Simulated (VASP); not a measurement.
# H17ClO8 in VASP: notebook, part 2 of 2

VASP 6.6.1.

## (4) Single point, PBE

File INCAR:

```
PREC     = Accurate       # precision mode
ENCUT    = 520            # plane-wave cutoff, eV
EDIFF    = 1E-7           # SCF threshold, eV
ISMEAR   = -1             # smearing method
SIGMA    = 0.02           # smearing width, eV
LREAL    = Auto         
LASPH    = True           # aspherical terms in the spheres
NELM     = 60             # most SCF steps
ALGO     = Normal         # electronic algorithm
ISIF     = 2              # what is computed and relaxed
LWAVE    = False          # write WAVECAR
LCHARG   = True           # write CHGCAR
GGA      = PE             # functional
LELF     = True           # ELF
LVHAR    = True         
NBANDS   = 55             # bands
```

File KPOINTS:

```
regular mesh
0
Gamma
  1 1 1
```

File POSCAR:

```
H17ClO8
1.0
    6.6267050000      0.0000000000      0.0000000000
    0.0000000000      6.6267050000      0.0000000000
    0.0000000000      0.0000000000      6.6267050000
O H Cl
8 17 1
Direct
    0.2763213392      0.4814459071      0.1359348273
    0.6657456458      0.0893505898      0.5264003755
    0.3665320850      1.0679666591      1.0252606688
    0.2902347396      0.2694400913      0.6740906680
    0.7555338588      0.9197029293      0.9167602904
    0.5746143823      0.7307553301      0.3598168320
    0.8950602147      0.2964369170      0.9822528693
   -0.1501500369      0.4577086199      0.4984830319
    0.1554920583      0.5190060520      0.0609050803
    0.2277753423      0.5158068754      0.2638566226
    0.6382357446     -0.0184405372      0.4315719502
    0.7290350182      0.2170912995      0.4723463622
    0.3896053921      1.2149175193      1.0755571585
    0.3158885147      1.1169050078      0.8929324604
    0.1890683228      0.3114217398      0.5600219113
    0.4071405020      0.2336606202      0.5891766723
    0.6587587647      0.9863574733      1.0005123210
    0.7202976442      0.9921672988      0.7875859873
    0.4330659053      0.7434614941      0.4246756118
    0.5137998447      0.6862535755      0.2197623102
    0.7563034721      0.3637554411      0.9702106854
    0.9556483954      0.2645809644      0.8593863768
   -0.2600236467      0.5347303071      0.5699665218
   -0.0586415119      0.4597609219      0.6100165920
    0.2017292153     -0.1127257061      0.2165329527
    0.0535560282     -0.1565936616      0.3511096390
```

Command:

```console
$ cat potpaw_PBE.64/O/POTCAR potpaw_PBE.64/H/POTCAR potpaw_PBE.64/Cl/POTCAR > POTCAR
$ mpirun -np 1 vasp_gam > vasp.out
```

Wall time 22 s (1 thread of Intel Xeon 6975P-C (Granite Rapids), shared host); peak memory 0.32 GiB.

It converged, with:

```yaml
Free_energy: -120.4236 eV
Pressure: -0.5 GPa
Largest_force: 4.302 eV/Å
Band_gap_on_the_k_mesh: 2.86 eV
```

Forces on the atoms (eV/Å):
```
O    0.807 -0.123 -1.667
O   -0.216  1.837  0.840
O    0.404  2.607  0.455
O   -1.876  1.209 -2.584
O    0.092 -0.286 -1.889
O   -4.031 -0.681 -1.340
O   -2.284  2.271  2.661
O   -1.490  0.526  0.817
H   -0.124 -0.381 -0.639
H   -0.548  0.410  2.317
H    0.229 -0.307 -0.819
H   -0.129 -1.200  0.068
H   -0.562 -2.016  0.098
H   -0.145 -0.832 -0.062
H    1.563 -0.962  2.055
H    0.482 -0.504  0.293
H   -0.707  0.129  0.912
H    0.568 -0.848  0.510
H    2.059  0.019 -0.328
H    1.512  0.587  1.796
H    2.246 -1.049 -0.449
H    0.257 -0.658 -2.016
H    0.441 -0.284 -1.381
H    1.075 -0.165  0.663
H   -0.998  0.317  0.525
Cl   1.374  0.383 -0.836
```

Stress tensor (GPa, compression positive):
```
-1.87  0.26 -0.64
 0.26 -0.44  1.21
-0.64  1.21  0.80
```

Levels at points of the mesh, in eV from the valence-band top:
```
           k point  band 32  band 33  band 34  band 35  band 36  band 37  band 38  band 39  band 40  band 41
(0.00, 0.00, 0.00)    -1.83    -1.71    -1.53    -1.25     0.00     2.86     5.37     5.69     6.08     6.47
```

Caveat: the k points lie up to 0.95 Å⁻¹ apart.

## (5) Single point, PBE

File INCAR:

```
PREC = Accurate
ENCUT = 520
EDIFF = 1E-6
ISMEAR = -1
SIGMA = 0.02
LREAL = Auto
LASPH = T
NELM = 80
ALGO = Normal
ISIF = 2
LWAVE = F
LCHARG = T
GGA = PE
LELF = T
LVHAR = T
NBANDS = 55
```

KPOINTS is that of step 4.

File POSCAR:

```
H17ClO8
1.0
    6.6267050000      0.0000000000      0.0000000000
    0.0000000000      6.6267050000      0.0000000000
    0.0000000000      0.0000000000      6.6267050000
O H Cl
8 17 1
Direct
    0.1644406987      0.4189865099      0.1791388028
    0.6411180217      0.1238171912      0.4999317157
    0.3980560475      1.1235749894      1.0549285052
    0.2402702399      0.1298081022      0.7232704640
    0.7330188985      0.9145570838      0.8367808738
    0.5990156496      0.6499761194      0.2610196168
    0.8028726192      0.4341222372      1.0040585781
   -0.0845669152      0.4270297229      0.5672804207
    0.0320672189      0.4678343158      0.1367044406
    0.1485957199      0.4770847654      0.3066380652
    0.6613543232      0.0287624091      0.3925631215
    0.7680438468      0.1854315229      0.5265663705
    0.3850933458      1.2494746635      1.1260649146
    0.3188009727      1.1182329680      0.9054424484
    0.1452607291      0.0930024801      0.6149511711
    0.3632423655      0.1630825576      0.6510022704
    0.7995527189      0.9645517644      0.7234968208
    0.8262477355      0.8120174355      0.9046577447
    0.4641824255      0.7195733023      0.2806372096
    0.6306150643      0.7254736705      0.1332034548
    0.6563141109      0.4802990325      1.0414829089
    0.8129077724      0.3371811481      0.8906085302
   -0.1707334188      0.5108421153      0.4850676166
    0.0058400065      0.5040514102      0.6432155951
    0.3451489088      0.0397331706      0.1682585840
    0.1283895994     -0.1112015700      0.3498873120
```

Command:

```console
$ cat potpaw_PBE.64/O/POTCAR potpaw_PBE.64/H/POTCAR potpaw_PBE.64/Cl/POTCAR > POTCAR
$ mpirun -np 1 vasp_gam > vasp.out
```

Run time: 20 s. Hardware: 1 thread of Intel Xeon 6975P-C (Granite Rapids), shared host; peak memory 0.32 GiB.

It converged, with:

```
Free energy            : -121.1393 eV
Pressure               : 1.3 GPa
Largest force          : 4.114 eV/Å
Band gap on the k mesh : 3.66 eV
```

Forces on the atoms (eV/Å):
```
O    0.320 -0.242 -1.277
O   -1.606 -0.099  0.209
O    0.931 -0.819 -0.093
O    0.516  0.841  0.354
O    0.056 -2.418  3.328
O   -1.321  1.869 -1.355
O   -1.761  0.583  0.045
O   -0.991 -1.926 -0.862
H   -0.509 -0.602 -1.393
H    0.703  0.757  2.606
H    0.274 -0.472 -0.423
H    1.164  0.955 -0.120
H   -0.627  1.805 -0.207
H   -0.574 -0.227  0.832
H   -0.080 -0.693 -0.120
H    0.605 -0.136 -0.618
H    0.974  0.477 -1.936
H   -0.884  1.410 -1.132
H    0.485 -0.962  0.571
H    0.387 -0.464  0.989
H    2.427 -1.353 -0.753
H   -0.680  0.674  0.653
H   -0.169  0.653 -0.112
H    1.092  1.413  0.946
H   -1.031 -1.113 -0.213
Cl   0.296  0.085  0.080
```

Stress tensor (GPa, compression positive):
```
-0.37  2.31  0.13
 2.31  1.81  1.10
 0.13  1.10  2.39
```

Levels at points of the mesh, in eV from the valence-band top:
| k point | band 32 | band 33 | band 34 | band 35 | band 36 | band 37 | band 38 | band 39 | band 40 | band 41 |
| --- | --- | --- | --- | --- | --- | --- | --- | --- | --- | --- |
| (0.00, 0.00, 0.00) | -0.95 | -0.82 | -0.50 | -0.15 | 0.00 | 3.66 | 6.58 | 6.89 | 6.93 | 7.44 |

Caveat: the k points lie up to 0.95 Å⁻¹ apart.

## (6) Single point, PBE

INCAR: that of step 5 with these lines changed.

```diff
@@ -11,6 +11,4 @@
 LWAVE = F
-LCHARG = T
+LCHARG = F
 GGA = PE
-LELF = T
-LVHAR = T
 NBANDS = 55
```

File KPOINTS:

```
Automatic mesh
0
Gamma
  1 1 1
```

File POSCAR:

```
H17ClO8
1.0
    6.6267050000      0.0000000000      0.0000000000
    0.0000000000      6.6267050000      0.0000000000
    0.0000000000      0.0000000000      6.6267050000
O H Cl
8 17 1
Direct
    0.0729623546      0.4886289642      0.0661565590
    0.6456149776      0.2080219355      0.4781410973
    0.2905969105      1.1793493146      1.1252047586
    0.3839313807      0.0405178743      0.7955839290
    0.8250103181      0.8194570303      0.8051361876
    0.5668578879      0.7098852295      0.2344000525
    0.7129787730      0.3490422465      0.9802911100
   -0.0653869457      0.5096046980      0.5512845373
   -0.0299545551      0.4850827070     -0.0627310254
    0.1422426379      0.6122047081      0.0788023611
    0.7515348880      0.1883288905      0.3799022289
    0.5990609209      0.3492384224      0.4683775723
    0.1947423342      1.3075427381      1.0830571151
    0.3252596879      1.0794655866      1.0003915973
    0.3211550839     -0.0643758851      0.7210823479
    0.5085634565      0.0678315996      0.7171286484
    0.9742247467      0.8109007418      0.7858656753
    0.7753928989      0.8407345732      0.6670886964
    0.4920695881      0.7569070903      0.3476388341
    0.6786479857      0.7822439659      0.2213618986
    0.6942062458      0.4865615717      1.0331680677
    0.6869175556      0.2573979074      1.1016334664
    0.0291698514      0.5833517563      0.4476734667
   -0.0357040188      0.3657775622      0.5933869095
    0.2115983736      0.0607994471      0.1831075927
    0.1526248716     -0.1511610974      0.3952492227
```

Potentials or basis: VASP PAW PBE potentials, release 64 (O, H, Cl).

Command:

```console
$ cat potpaw_PBE.64/O/POTCAR potpaw_PBE.64/H/POTCAR potpaw_PBE.64/Cl/POTCAR > POTCAR
$ mpirun -np 1 vasp_gam > vasp.out
```

Run time: 18 s. Hardware: 1 thread of Intel Xeon 6975P-C (Granite Rapids), shared host; peak memory 0.32 GiB.

Results (log left out):

```
Free energy            : -120.7438 eV
Pressure               : 0.0 GPa
Largest force          : 5.725 eV/Å
Band gap on the k mesh : 3.53 eV
```

Forces in eV/Å, atoms in the order of the input:
```
O   -2.206 -2.057 -2.670
O   -0.811 -0.146  0.252
O   -0.741 -1.573 -0.774
O    0.959  0.385 -0.004
O    0.844  0.444  0.151
O   -3.891 -3.736 -0.587
O   -0.408 -0.912  1.212
O    0.666 -0.636 -0.267
H    2.024  0.109  2.692
H    0.828  1.608  0.087
H    0.259  0.282  0.085
H    0.609 -0.561 -0.074
H    0.224 -0.364  0.207
H    0.867  2.086 -0.545
H   -0.905 -1.025 -1.008
H   -0.222  0.428  0.497
H   -1.298 -0.013 -0.229
H    0.393 -0.305  0.413
H   -0.824  0.491  0.759
H    4.776  3.119 -0.490
H   -0.422 -0.398  0.133
H    0.225  1.399 -1.716
H   -0.853 -1.552  1.605
H    0.141  1.742 -1.109
H   -0.252  0.784  1.559
Cl   0.016  0.400 -0.177
```

Stress tensor (GPa, compression positive):
```
 1.87  2.48 -1.46
 2.48 -0.68  2.19
-1.46  2.19 -1.13
```

Levels at points of the mesh, in eV from the valence-band top:
| k point | band 32 | band 33 | band 34 | band 35 | band 36 | band 37 | band 38 | band 39 | band 40 | band 41 |
| --- | --- | --- | --- | --- | --- | --- | --- | --- | --- | --- |
| (0.00, 0.00, 0.00) | -0.87 | -0.85 | -0.62 | -0.48 | 0.00 | 3.53 | 5.90 | 6.51 | 6.82 | 7.48 |

Caveat: the k points lie up to 0.95 Å⁻¹ apart.

## (7) Single point, PBE

File INCAR:

```
PREC = Accurate
ENCUT = 520
EDIFF = 1E-7
ISMEAR = -1
SIGMA = 0.02
LREAL = Auto
LASPH = T
NELM = 100
ALGO = Normal
ISIF = 2
LWAVE = F
LCHARG = F
GGA = PE
NBANDS = 55
```

File KPOINTS:

```
regular mesh
0
Gamma
  1 1 1
```

File POSCAR:

```
H17ClO8
1.0
    6.6267050000      0.0000000000      0.0000000000
    0.0000000000      6.6267050000      0.0000000000
    0.0000000000      0.0000000000      6.6267050000
O H Cl
8 17 1
Direct
    0.0506737511      0.5274717978     -0.0687822983
    0.5929040149      0.1800593206      0.3990972889
    0.1488824386      1.1439471049      1.0939675148
    0.4609832488     -0.0272382730      0.8474498261
    0.9198991052      0.9013529348      0.8783701704
    0.6681752092      0.7259112938      0.1945461583
    0.5863094856      0.3438813105      1.0317193839
    0.0189687031      0.3575079923      0.5295090094
   -0.0920668718      0.5262343804     -0.0737621488
    0.0941191739      0.6595736493     -0.0388428337
    0.7383760104      0.1903359211      0.4291876581
    0.5365562523      0.2967839975      0.4581613336
    0.1202860245      1.3023818021      1.0364125157
    0.2992588323      1.1461955829      1.0890329357
    0.4228647571     -0.1521570675      0.8875451676
    0.3691276434     -0.0008148846      0.7295179127
    0.9582439538      0.9744511035      0.7606797043
    0.7740045769      0.9128669527      0.8661770820
    0.6079190186      0.8159711350      0.3192235055
    0.7906644403      0.7787731610      0.1560051338
    0.6191764987      0.4450779083      1.1431624012
    0.6364852517      0.2149937261      1.0778659983
    0.1439176785      0.4147008204      0.5221297764
   -0.0153620842      0.3957472077      0.6721590896
    0.1658139302      0.0891091425      0.2798374154
    0.1504518460     -0.0838727543      0.4384833790
```

Potentials or basis: VASP PAW PBE potentials, release 64 (O, H, Cl).

Command:

```console
$ cat potpaw_PBE.64/O/POTCAR potpaw_PBE.64/H/POTCAR potpaw_PBE.64/Cl/POTCAR > POTCAR
$ mpirun -np 1 vasp_gam > vasp.out
```

OUTCAR:

```text
PREC = Accurate
   ENCUT = 520
   EDIFF = 1E-7
   ISMEAR = -1
   LREAL = Auto
   LASPH = T
   NELM = 100
   ISIF = 2
   GGA = PE

 ion  position               nearest neighbor table
   1  0.051  0.527  0.931-  10 0.94   9 0.95
   2  0.593  0.180  0.399-  12 0.94  11 0.99
   3  0.149  0.144  0.094-  14 1.00  13 1.13  25 1.29
   4  0.461  0.973  0.847-  15 0.91  16 1.01
   5  0.920  0.901  0.878-  17 0.95  18 0.97
   6  0.668  0.726  0.195-  20 0.92  19 1.09
   7  0.586  0.344  0.032-  22 0.97  21 1.02
   8  0.019  0.358  0.530-  23 0.91  24 1.00
   9  0.908  0.526  0.926-   1 0.95
  10  0.094  0.660  0.961-   1 0.94
  11  0.738  0.190  0.429-   2 0.99
  12  0.537  0.297  0.458-   2 0.94
  13  0.120  0.302  0.036-   3 1.13
  14  0.299  0.146  0.089-   3 1.00
[... 8 lines left out ...]
  23  0.144  0.415  0.522-   8 0.91
  24  0.985  0.396  0.672-   8 1.00
  25  0.166  0.089  0.280-   3 1.29  26 1.56
  26  0.150  0.916  0.438-  25 1.56

  LATTYP: Found a simple cubic cell.
 ALAT       =     6.6267050000

  Lattice vectors:

 A1 = (   6.6267050000,   0.0000000000,   0.0000000000)
[... 206 lines left out ...]
 Fermi energy:        -2.5784010018

 k-point     1 :       0.0000    0.0000    0.0000
  band No.  band energies     occupation
      1     -23.2349      2.00000
      2     -22.4696      2.00000
      3     -22.3254      2.00000
      4     -22.2492      2.00000
      5     -22.1541      2.00000
      6     -22.0322      2.00000
[... 40 lines left out ...]
     47       6.4336      0.00000
     48       6.4740      0.00000
 [bands above 48 left out]

------------------------ aborting loop because EDIFF is reached ----------------------------------------

  FORCE on cell =-STRESS in cart. coord.  units (eV):
  Direction    XX          YY          ZZ          XY          YZ          ZX
  --------------------------------------------------------------------------------------
  -------------------------------------------------------------------------------------
  Total        5.9050443      4.1630057     -1.5951775      4.3493931     -2.1608600     -2.4896302
  in kB       32.5117863     22.9205311     -8.7826725     23.9467360    -11.8971876    -13.7073190
  external PRESSURE =      15.5498816 kB  Pullay stress =       0.0000000 kB

 VOLUME and BASIS-vectors are now :
 -----------------------------------------------------------------------------
  energy-cutoff  :      520.00
  volume of cell :      291.00
      direct lattice vectors                 reciprocal lattice vectors
     6.626705000  0.000000000  0.000000000     0.150904560  0.000000000  0.000000000
     0.000000000  6.626705000  0.000000000     0.000000000  0.150904560  0.000000000
     0.000000000  0.000000000  6.626705000     0.000000000  0.000000000  0.150904560

 POSITION                                       TOTAL-FORCE (eV/Angst)
 -----------------------------------------------------------------------------------
      0.33580      3.49540      6.17090         1.271997     -2.830133     -0.098842
      3.92900      1.19320      2.64470         1.369775     -1.565955     -0.141758
      0.98660      0.95389      0.62270         1.213056      3.419030     -0.139248
      3.05480      6.44621      5.61580         0.507895      3.754168     -2.204151
      6.09590      5.97300      5.82070        -1.083592     -0.362244      0.523330
      4.42780      4.81040      1.28920        -4.593638      0.402813      3.639664
[... 18 lines left out ...]
      1.09880      0.59050      1.85440        -1.081468     -0.599706     -0.170568
      0.99700      6.07090      2.90570         0.388437      0.097027     -0.027169
 -----------------------------------------------------------------------------------
    total drift:                               -0.000845     -0.004815      0.000087

  FREE ENERGIE OF THE ION-ELECTRON SYSTEM (eV)
  ---------------------------------------------------
  free  energy   TOTEN  =      -120.3603372760 eV

  energy  without entropy=     -120.3603372760  energy(sigma->0) =     -120.36033728
```

OSZICAR:

```text
N       E                     dE             d eps       ncg     rms          rms(c)
DAV:   1     0.605599903000E+03    0.60560E+03   -0.38551E+04   110   0.119E+03
DAV:   2    -0.678519728215E+02   -0.67345E+03   -0.64810E+03   133   0.300E+02
DAV:   3    -0.132279554498E+03   -0.64428E+02   -0.64000E+02   132   0.991E+01
DAV:   4    -0.133322842800E+03   -0.10433E+01   -0.10402E+01   140   0.140E+01
DAV:   5    -0.133337449145E+03   -0.14606E-01   -0.14604E-01   140   0.164E+00    0.220E+01
DAV:   6    -0.120799337688E+03    0.12538E+02   -0.39904E+01   124   0.261E+01    0.871E+00
DAV:   7    -0.120520774079E+03    0.27856E+00   -0.12883E+00   140   0.479E+00    0.553E+00
DAV:   8    -0.120354265418E+03    0.16651E+00   -0.36553E-01   148   0.312E+00    0.657E-01
DAV:   9    -0.120353210595E+03    0.10548E-02   -0.33537E-02   140   0.900E-01    0.357E-01
DAV:  10    -0.120359179722E+03   -0.59691E-02   -0.10716E-02   117   0.451E-01    0.182E-01
DAV:  11    -0.120359833142E+03   -0.65342E-03   -0.56236E-04   132   0.144E-01    0.116E-01
DAV:  12    -0.120360367382E+03   -0.53424E-03   -0.10131E-03   110   0.176E-01    0.300E-02
DAV:  13    -0.120360352599E+03    0.14783E-04   -0.13117E-04   132   0.704E-02    0.176E-02
DAV:  14    -0.120360344397E+03    0.82021E-05   -0.16985E-05   124   0.206E-02    0.104E-02
DAV:  15    -0.120360337895E+03    0.65018E-05   -0.11528E-05   124   0.185E-02    0.533E-03
DAV:  16    -0.120360337125E+03    0.77028E-06   -0.18012E-06   140   0.934E-03    0.169E-03
DAV:  17    -0.120360337266E+03   -0.14108E-06   -0.82173E-07   140   0.449E-03    0.134E-03
DAV:  18    -0.120360337276E+03   -0.10003E-07   -0.90888E-08   100   0.189E-03
   1 F= -.12036034E+03 E0= -.12036034E+03  d E =-.418267E-12
```

It took 22 s on 1 thread of Intel Xeon 6975P-C (Granite Rapids), shared host; peak memory 0.32 GiB.

What came out:

* Free energy: -120.3603 eV
* Pressure: 1.6 GPa
* Largest force: 5.875 eV/Å
* Band gap on the k mesh: 3.99 eV

Forces on the atoms (eV/Å):
```
O    1.272 -2.830 -0.099
O    1.370 -1.566 -0.142
O    1.213  3.419 -0.139
O    0.508  3.754 -2.204
O   -1.084 -0.362  0.523
O   -4.594  0.403  3.640
O    0.318  1.724  0.350
O   -3.835 -1.052  1.785
H   -1.575  0.316  0.238
H    0.078  1.654  0.233
H   -0.362  0.093 -0.018
H   -0.593  1.166  0.683
H    0.184 -2.278  1.310
H   -0.206 -0.060 -0.842
H   -0.989 -3.956  1.477
H    0.820 -0.087  0.603
H    0.922  0.483 -1.052
H   -0.514 -0.151  0.146
H    1.631 -1.859 -2.985
H    2.844  1.525 -0.395
H   -0.328 -0.985 -1.268
H    0.018 -0.110  0.225
H    3.380  1.552 -0.627
H    0.215 -0.290 -1.247
H   -1.081 -0.600 -0.171
Cl   0.388  0.097 -0.027
```

Levels at points of the mesh, in eV from the valence-band top:
```
           k point  band 33  band 34  band 35  band 36  band 37  band 38  band 39  band 40
(0.00, 0.00, 0.00)    -0.38    -0.27    -0.22     0.00     3.99     6.61     6.81     7.61
```

Caveat: the k points lie up to 0.95 Å⁻¹ apart.
